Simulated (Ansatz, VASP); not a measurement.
**Al3GaN4 in VASP and in Ansatz**

The input INCAR:

```
SYSTEM = Al3GaN4
ALGO = Normal
EDIFF = 1E-6
ENCUT = 520
GGA = PS
ISIF = 2
ISMEAR = 0
LASPH = .TRUE.
LCHARG = .FALSE.
LREAL = .FALSE.
LWAVE = .FALSE.
NBANDS = 31
NELM = 100
PREC = Accurate
SIGMA = 0.05
```

KPOINTS

```
k-points
0
G
  6 6 6
  0 0 0
```

File POSCAR:

```
Al3GaN4
1.0
    4.7595544276      0.0000000000      0.0000000000
    0.0000000000      4.7595544276      0.0000000000
    0.0000000000      0.0000000000      4.2307150468
Al Ga N
3 1 4
Direct
    0.5000000000      0.5000000000      0.0000000000
    0.5000000000      0.0000000000      0.5000000000
    0.0000000000      0.5000000000      0.5000000000
    0.0000000000      0.0000000000      0.0000000000
    0.7447077174      0.7447077174      0.2552922826
    0.7447077174      0.2552922826      0.7447077174
    0.2552922826      0.7447077174      0.7447077174
    0.2552922826      0.2552922826      0.2552922826
```

Input for Ansatz:

```yaml
crystal:
  lattice:
    - [4.7595544276, 0.0, 0.0]
    - [0.0, 4.7595544276, 0.0]
    - [0.0, 0.0, 4.2307150468]
  atoms:
    - { symbol: Al, position: [0.5, 0.5, 0.0] }
    - { symbol: Al, position: [0.5, 0.0, 0.5] }
    - { symbol: Al, position: [0.0, 0.5, 0.5] }
    - { symbol: Ga, position: [0.0, 0.0, 0.0] }
    - { symbol: "N", position: [0.7447077174, 0.7447077174, 0.2552922826] }
    - { symbol: "N", position: [0.7447077174, 0.2552922826, 0.7447077174] }
    - { symbol: "N", position: [0.2552922826, 0.7447077174, 0.7447077174] }
    - { symbol: "N", position: [0.2552922826, 0.2552922826, 0.2552922826] }
basis:
  ecutwfc: 420
kpoints:
  mp_grid: { grid: [6, 6, 6] }
hamiltonian:
  xc: pbesol
scf:
  occupations: { method: gaussian, width: 0.05 }
output:
  forces: true
  stress: true
  eigenvalues: true
```

Change from the starting cell: strain +0.080 along x and y, -0.040 along z, atoms carried along.

Alike in both runs: task single point; functional PBEsol; k mesh 6 × 6 × 6; occupations gaussian, width 0.05 eV; no spin polarisation.

```csv
,VASP,Ansatz
version,VASP 6.6.1,Ansatz 0.2.0
potentials or method,"VASP PAW PBE potentials, release 64 (Al, Ga_d, N), cutoff 520 eV","scalar-relativistic, plane waves, PAW"
valence electrons in the cell,42,42
```

|  | VASP | Ansatz | Ansatz less VASP |
| --- | --- | --- | --- |
| gap on the k mesh at the Fermi level (eV) | 2.22 | 2.21 | -0.011 |
| least direct gap on the mesh (eV) | 2.22 | 2.21 | -0.011 |
| pressure (GPa) | -18.6 | -18.5 | +0.11 |
| traceless stress, the component that is largest in VASP (GPa) | 8.10 | 8.09 | -0.014 |
| rms of the force components (eV/Å) | 0.040 | 0.040 | +0.0002 |

VASP's potentials were made for PBE, not for PBEsol. Atom by atom the forces differ by 0.002 eV/Å (rms over components).
